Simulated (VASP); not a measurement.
Set up this calculation in VASP 6.6.1, as the native input.

```
Task                   : relaxation of cell and atoms
Functional             : PBE
Dispersion             : D3(BJ)
Potentials or basis    : VASP PAW PBE potentials, release 64 (Rb_sv)
Cutoff                 : 600 eV
k mesh                 : 12 × 12 × 6
Occupations            : gaussian, width 0.1 eV
Spin                   : no spin polarisation
Dipole correction      : no
Further INCAR settings : ALGO = Normal; EDIFF = 1e-06; IBRION = 2; EDIFFG = -0.005; NSW = 100; ISIF = 3
```

The structure of Rb lies in POSCAR:

```
Rb
1.0
    4.9256626740      0.0000000000      0.0000000000
   -2.4628313370      4.2657490061      0.0000000000
    0.0000000000      0.0000000000      8.1808150590
Rb
2
Direct
    0.3333333333      0.6666666667      0.2500000000
    0.6666666667      0.3333333333      0.7500000000
```

One way to write it, as run:

INCAR

```
SYSTEM = Rb
PREC = Accurate
ENCUT = 600
EDIFF = 1E-6
ISMEAR = 0
SIGMA = 0.1
LREAL = .FALSE.
LASPH = .TRUE.
NELM = 100
ALGO = Normal
ISIF = 3
LWAVE = .FALSE.
LCHARG = .FALSE.
GGA = PE
IVDW = 12
IBRION = 2
NSW = 100
EDIFFG = -0.005
```

KPOINTS

```
Automatic mesh
0
G
  12 12 6
  0 0 0
```

Potentials or basis: VASP PAW PBE potentials, release 64 (Rb_sv).

Command:

```sh
$ cat potpaw_PBE.64/Rb_sv/POTCAR > POTCAR
$ mpirun -np 1 vasp_std > vasp.out
```

It gave:

```json
{"Relaxed volume": "85.91 Å³/atom", "Relaxed cell": "a = 4.958 Å, b = 4.958 Å, c = 8.070 Å, α = 90.00°, β = 90.00°, γ = 120.00°", "Space group after relaxing (to 0.05 Å)": "P6_3/mmc (No. 194)", "Energy gained by relaxing": "0.3 meV/atom", "Ionic steps": "5", "Pressure after relaxing": "0.0 GPa", "Band gap on the k mesh": "zero (band 9 reaches 1.20 eV, above the bottom of band 10 at -1.20 eV)", "Dispersion energy per atom": "-0.107 eV"}
```

Caveat: pairwise dispersion overbinds metals, which lowers pressure and volume.

Wall time 4 min on 1 thread of Intel(R) Xeon(R) 6975P-C (Granite Rapids), on a shared host, peak memory 0.45 GiB.
